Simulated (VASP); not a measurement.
# Re (R-3m) in VASP: electric field gradients with PBE

Aim: the electric field gradients of Re with PBE.

All numbers are computed with VASP 6.6.1; they aren't measurements. Logs are shortened: lines on timing, memory, paths and dates and some standing lists are left out, and cuts for length are marked.

**1. The cell of the first run**

It takes space group R-3m (No. 166, trigonal). Conventional cell: a = 2.740 Å, b = 2.740 Å, c = 20.096 Å, α = 90.00°, β = 90.00°, γ = 120.00°. Within 3.6 Å of Re (site symmetry -3m) lie 12 Re at 2.74 Å. Re (site symmetry 3m) has 12 Re at 2.73 to 2.74 Å within 3.6 Å.

**2. Electric field gradients, PBE (equal xx and yy strain of -1 %)**

INCAR reads:

```
ALGO = Normal
EDIFF = 1E-8
ENCUT = 520
GGA = PE
ISIF = 2
ISMEAR = -1
LASPH = T
LCHARG = F
LEFG = T
LREAL = F
LWAVE = F
NBANDS = 18
NELM = 60
PREC = Accurate
SIGMA = 0.05
```

KPOINTS reads:

```
k-points
0
Gamma
  15 15 15
```

POSCAR reads:

```
Re
1.0
    1.3700839209      0.7910183205      6.6986080885
   -1.3700839209      0.7910183205      6.6986080885
    0.0000000000     -1.5820366411      6.6986080885
Re
3
Direct
    0.0000000000      0.0000000000      0.0000000000
    0.2221738800      0.2221738800      0.2221738800
    0.7778261200      0.7778261200      0.7778261200
```

Potentials or basis: VASP PAW PBE potentials, release 64 (Re).

Command:

```sh
> cat potpaw_PBE.64/Re/POTCAR > POTCAR
> mpirun -np 1 vasp_std > vasp.out
```

OUTCAR:

```text
EDIFF = 1E-8
   ENCUT = 520
   GGA = PE
   ISIF = 2
   ISMEAR = -1
   LASPH = T
   LREAL = F
   NELM = 60
   PREC = Accurate

 ion  position               nearest neighbor table
   1  0.000  0.000  0.000-   3 2.74   3 2.74   2 2.74   2 2.74   3 2.74   2 2.74
   2  0.222  0.222  0.222-   3 2.73   3 2.73   3 2.73   1 2.74   1 2.74   1 2.74
   3  0.778  0.778  0.778-   2 2.73   2 2.73   2 2.73   1 2.74   1 2.74   1 2.74

  LATTYP: Found a trigonal (rhomboedric) cell.
 ALAT       =     6.8828911263
 COS(alpha) =     0.9207530539

  Lattice vectors:

 A1 = (   1.3700839209,   0.7910183205,   6.6986080885)
 A2 = (  -1.3700839209,   0.7910183205,   6.6986080885)
 A3 = (   0.0000000000,  -1.5820366411,   6.6986080885)

Analysis of symmetry for initial positions (statically):
=====================================================================
 Subroutine PRICEL returns:
 Original cell was already a primitive cell.

 Routine SETGRP: Setting up the symmetry group for a
 trigonal (rhombohedral) supercell.

 Subroutine GETGRP returns: Found 12 space group operations
 (whereof 12 operations were pure point group operations)
 out of a pool of 12 trial point group operations.

The static configuration has the point symmetry D_3d.

Analysis of symmetry for dynamics (positions and initial velocities):
=====================================================================
 Subroutine PRICEL returns:
 Original cell was already a primitive cell.

 Routine SETGRP: Setting up the symmetry group for a
 trigonal (rhombohedral) supercell.

 Subroutine GETGRP returns: Found 12 space group operations
 (whereof 12 operations were pure point group operations)
 out of a pool of 12 trial point group operations.

The dynamic configuration has the point symmetry D_3d.

 Subroutine INISYM returns: Found 12 space group operations
 (whereof 12 operations are pure point group operations),
 and found     1 'primitive' translations

----------------------------------------------------------------------------------------

                                     Primitive cell

  volume of cell :      43.5582

  direct lattice vectors                    reciprocal lattice vectors
     1.370083921  0.791018320  6.698608089     0.364941149  0.210698870  0.049761582
    -1.370083921  0.791018320  6.698608089    -0.364941149  0.210698870  0.049761582
     0.000000000 -1.582036641  6.698608089     0.000000000 -0.421397741  0.049761582

  length of vectors
     6.882891126  6.882891126  6.882891126     0.424325666  0.424325666  0.424325666

  position of ions in fractional coordinates (direct lattice)
     0.000000000  0.000000000  0.000000000
     0.222173880  0.222173880  0.222173880
     0.777826120  0.777826120  0.777826120

  ion indices of the primitive-cell ions
   primitive index   ion index
                 1           1
                 2           2
                 3           3

----------------------------------------------------------------------------------------

 KPOINTS: k-points

Automatic generation of k-mesh.
 Grid dimensions read from file:
 generate k-points for:   15   15   15

 Generating k-lattice:

  Cartesian coordinates                     Fractional coordinates (reciprocal lattice)
     0.024329410  0.014046591  0.003317439     0.066666667 -0.000000000 -0.000000000
    -0.024329410  0.014046591  0.003317439    -0.000000000  0.066666667 -0.000000000
     0.000000000 -0.028093183  0.003317439     0.000000000  0.000000000  0.066666667

  Length of vectors
     0.028288378  0.028288378  0.028288378

  Shift w.r.t. Gamma in fractional coordinates (k-lattice)
     0.000000000  0.000000000  0.000000000

 Subroutine IBZKPT returns following result:
 ===========================================

 Found    344 irreducible k-points:

 Following reciprocal coordinates:
            Coordinates               Weight
  0.000000  0.000000  0.000000      1.000000
  0.066667 -0.000000  0.000000      6.000000
  0.133333  0.000000  0.000000      6.000000
  0.200000  0.000000  0.000000      6.000000
  0.266667  0.000000  0.000000      6.000000
  0.333333  0.000000  0.000000      6.000000
[... 16 lines left out ...]
  0.133333  0.133333  0.000000      6.000000
  0.200000  0.133333  0.000000     12.000000
 [... further k-points ...]
   k-points           NKPTS =    344   k-points in BZ     NKDIM =    344   number of bands    NBANDS=     18
   number of dos      NEDOS =    301   number of ions     NIONS =      3
   total plane-waves  NPLWV = 157464
   dimension x,y,z NGX =    54 NGY =   54 NGZ =   54
   dimension x,y,z NGXF=   108 NGYF=  108 NGZF=  108
   ions per type =               3
   NGX,Y,Z   is equivalent  to a cutoff of  13.04, 13.04, 13.04 a.u.
   NGXF,Y,Z  is equivalent  to a cutoff of  26.09, 26.09, 26.09 a.u.
 SYSTEM =  unknown system
   PREC   = accura    normal or accurate (medium, high low for compatibility)
   ISTART =      0    job   : 0-new  1-cont  2-samecut
   ICHARG =      2    charge: 1-file 2-atom 10-const
   ISPIN  =      1    spin polarized calculation?
   LNONCOLLINEAR =      F non collinear calculations
   LSORBIT =      F    spin-orbit coupling
   LASPH  =      T    aspherical Exc in radial PAW
   ENCUT  =  520.0 eV  38.22 Ry    6.18 a.u.  12.80 12.80 12.80*2*pi/ulx,y,z
   NELM   =     60;   NELMIN=  2; NELMDL= -5     # of ELM steps
   EDIFF  = 0.1E-07   stopping-criterion for ELM
   LREAL  =      F    real-space projection
   EDIFFG = 0.1E-06   stopping-criterion for IOM
   NSW    =      0    number of steps for IOM
   IBRION =     -1    ionic relax: 0-MD 1-quasi-New 2-CG
   NFREE  =      0    steps in history (QN), initial steepest desc. (CG)
   ISIF   =      2    stress and relaxation
   ISYM   =      2    0-nonsym 1-usesym 2-fastsym
   POTIM  = 0.5000    time-step for ionic-motion
   TEBEG  =    0.0;   TEEND  =   0.0 temperature during run
   PSTRESS=    0.0 pullay stress
   NELECT =      21.0000    total number of electrons
   NUPDOWN=      -1.0000    fix difference up-down
   EMIN   =  10.00;   EMAX   =-10.00  energy-range for DOS
   EFERMI =   0.00;   METHOD = LEGACY
   ISMEAR =    -1;   SIGMA  =   0.05  broadening in eV -4-tet -1-fermi 0-gaus
   EFERMI_NEDOS =   21; number of points for ismear=-14 and -15
   IALGO  =     38    algorithm
   IMIX   =      4    mixing-type and parameters
     AMIX     =   0.40;   BMIX     =  1.00
     AMIX_MAG =   1.60;   BMIX_MAG =  1.00
  volume/ion in A,a.u.               =      14.52        97.98
  Fermi-wavevector in a.u.,A,eV,Ry     =   1.283684  2.425811 22.420283  1.647844
  Thomas-Fermi vector in A             =   2.415922
   LORBIT       =      0    0 simple, 1 ext, 2 COOP (PROOUT), +10 PAW based schemes
   GGA     = PE    functional components
   LHFCALC =     F    Hartree Fock is set to
   AEXX    =    0.0000 exact exchange contribution
   IVDW    =     0    specifies the selected vdW correction
   LEPSILON=     F    determine dielectric tensor
   LRPA    =     F    only Hartree local field effects (RPA)
 non-spin polarized calculation
  energy-cutoff  :      520.00
  volume of cell :       43.56
 maximum number of plane-waves:      1187
 NGX is ok and might be reduce to    54
   NGX = 25   NGY = 25   NGZ = 25

 number of electron      21.0000001 magnetization

 Free energy of the ion-electron system (eV)
  ---------------------------------------------------
  ext. energy  EPLUGINS =         0.00000000
  ---------------------------------------------------
  free energy    TOTEN  =       -37.20573552 eV

  energy without entropy =      -37.18498824  energy(sigma->0) =      -37.19536188

 E-fermi :   8.1514     XC(G=0): -13.8044

 val. band max:        8.1511871762   @ k =   0.3333   0.2000   0.0667
 cond. band min:       8.1521155249   @ k =  -0.1333  -0.2000   0.0667
 fundamental gap:      0.0009283487
 Fermi energy:         8.1513973853

 k-point     1 :       0.0000    0.0000    0.0000
  band No.  band energies     occupation
      1      -1.9077      2.00000
      2       1.1382      2.00000
      3       1.1976      2.00000
      4       6.1852      2.00000
      5       6.1852      2.00000
      6       6.2435      2.00000
[... 10 lines left out ...]
     17      11.3524      0.00000
     18      11.3524      0.00000

 k-point     2 :       0.0667   -0.0000    0.0000
  band No.  band energies     occupation
      1      -1.7186      2.00000
      2       1.3071      2.00000
      3       1.4010      2.00000
      4       5.6979      2.00000
      5       5.8703      2.00000
      6       6.1409      2.00000
[... 10 lines left out ...]
     17      11.3512      0.00000
     18      11.5871      0.00000

 k-point     3 :       0.1333    0.0000    0.0000
  band No.  band energies     occupation
      1      -1.1764      2.00000
      2       1.7669      2.00000
      3       1.9593      2.00000
      4       4.9133      2.00000
      5       5.2251      2.00000
      6       5.7324      2.00000
[... 10 lines left out ...]
     17      11.4315      0.00000
     18      12.3156      0.00000

 k-point     4 :       0.2000    0.0000    0.0000
  band No.  band energies     occupation
      1      -0.3641      2.00000
      2       2.2810      2.00000
      3       2.6910      2.00000
      4       4.1968      2.00000
      5       4.5920      2.00000
      6       5.2721      2.00000
[... 375 lines left out ...]
      4       5.1991      2.00000
      5       5.3361      2.00000
      6       5.8654      2.00000
[... 10 lines left out ...]
     17      11.7424      0.00000
     18      11.8978      0.00000

 k-point    23 :       0.1333    0.1333    0.0000
  band No.  band energies     occupation
      1      -1.1449      2.00000
      2       1.6909      2.00000
      3       1.9626      2.00000
      4       4.9983      2.00000
      5       5.2381      2.00000
      6       5.6764      2.00000
[... 10 lines left out ...]
     17      11.7259      0.00000
     18      12.2244      0.00000

 k-point    24 :       0.2000    0.1333    0.0000
  band No.  band energies     occupation
      1      -0.6221      2.00000
      2       2.0631      2.00000
      3       2.4275      2.00000
      4       4.5926      2.00000
      5       4.7755      2.00000
      6       5.3511      2.00000
[... 10 lines left out ...]
     17      12.0092      0.00000
     18      13.0094      0.00000

 [... further k-points ...]

------------------------ aborting loop because EDIFF is reached ----------------------------------------

  FORCE on cell =-STRESS in cart. coord.  units (eV):
  Direction    XX          YY          ZZ          XY          YZ          ZX
  --------------------------------------------------------------------------------------
  -------------------------------------------------------------------------------------
  Total        3.5621021      3.5621021      2.0614153      0.0000000     -0.0000000      0.0000000
  in kB      131.0229634    131.0229634     75.8239737      0.0000000     -0.0000000      0.0000000
  external PRESSURE =     112.6233001 kB  Pullay stress =       0.0000000 kB

 VOLUME and BASIS-vectors are now :
 -----------------------------------------------------------------------------
  energy-cutoff  :      520.00
  volume of cell :       43.56
      direct lattice vectors                 reciprocal lattice vectors
     1.370083921  0.791018320  6.698608089     0.364941149  0.210698870  0.049761582
    -1.370083921  0.791018320  6.698608089    -0.364941149  0.210698870  0.049761582
     0.000000000 -1.582036641  6.698608089     0.000000000 -0.421397741  0.049761582

 POSITION                                       TOTAL-FORCE (eV/Angst)
 -----------------------------------------------------------------------------------
      0.00000      0.00000      0.00000        -0.000000     -0.000000      0.000000
      0.00000     -0.00000      4.46477         0.000000      0.000000     -0.058863
      0.00000     -0.00000     15.63106         0.000000     -0.000000      0.058863
 -----------------------------------------------------------------------------------
    total drift:                                0.000000     -0.000000     -0.000000

  FREE ENERGIE OF THE ION-ELECTRON SYSTEM (eV)
  ---------------------------------------------------
  free  energy   TOTEN  =       -37.2057355205 eV

  energy  without entropy=      -37.1849882392  energy(sigma->0) =      -37.19536188

 Electric field gradients (V/A^2)
---------------------------------------------------------------------
 ion       V_xx      V_yy      V_zz      V_xy      V_xz      V_yz
---------------------------------------------------------------------
   1      30.508    30.508   -61.015     0.000     0.000     0.000
   2       8.506     8.506   -17.011     0.000    -0.000     0.000
   3       8.506     8.506   -17.011     0.000     0.000     0.000
---------------------------------------------------------------------

 Electric field gradients after diagonalization (V/A^2)
 (convention: |V_zz| > |V_xx| > |V_yy|)
----------------------------------------------------------------------
 ion       V_xx      V_yy      V_zz     asymmetry (V_yy - V_xx)/ V_zz
----------------------------------------------------------------------
   1      30.508    30.508   -61.015       0.000
   2       8.506     8.506   -17.011       0.000
   3       8.506     8.506   -17.011       0.000
----------------------------------------------------------------------

           NMR quadrupolar parameters

 Cq : quadrupolar parameter    Cq=e*Q*V_zz/h
 eta: asymmetry parameters     (V_yy - V_xx)/ V_zz
 Q  : nuclear electric quadrupole moment in mb (millibarn)
----------------------------------------------------------------------
 ion       Cq(MHz)       eta       Q (mb)
----------------------------------------------------------------------
   1      -0.148       0.000       1.000
   2      -0.041       0.000       1.000
   3      -0.041       0.000       1.000
----------------------------------------------------------------------
```

Run time: 23 min. Hardware: 1 thread of Intel Xeon Platinum 8488C (Sapphire Rapids), shared host; peak memory 0.55 GiB.

Results:

```
Free energy                             : -37.2057 eV
Pressure                                : 11.3 GPa
Largest force                           : 0.059 eV/Å
Band gap on the k mesh                  : zero (an odd number of electrons rules out a gap without spin polarisation)
Largest electric field gradient by atom : Re -61.0, -17.0 (each value once) V/Å²
```

Forces in eV/Å, atoms in the order of the input:
```
Re   0.000  0.000  0.000
Re   0.000  0.000 -0.059
Re   0.000  0.000  0.059
```

Levels at points of the mesh, in eV from the Fermi level:
```csv
k point,band 8,band 9,band 10,band 11,band 12,band 13
"(0.00, 0.00, 0.00)",-1.78,-1.58,-1.58,-1.17,-1.17,0.61
```

Electric field gradients, principal values (V/Å²):
| atom | least | middle | greatest (by size) |
| --- | --- | --- | --- |
| 1 Re | 30.508 | 30.508 | -61.015 |
| 2 Re | 8.506 | 8.506 | -17.011 |
| 3 Re | 8.506 | 8.506 | -17.011 |

Caveat: the cell differs from its parent crystal (equal xx and yy strain of -1 %); the stress differs along the axes, from 8 to 13 GPa; without QUAD_EFG the Cq values of the log hold for a quadrupole moment of 1 mb, not for the nuclei; spin-orbit coupling is left out, which moves the levels of the heavy elements.
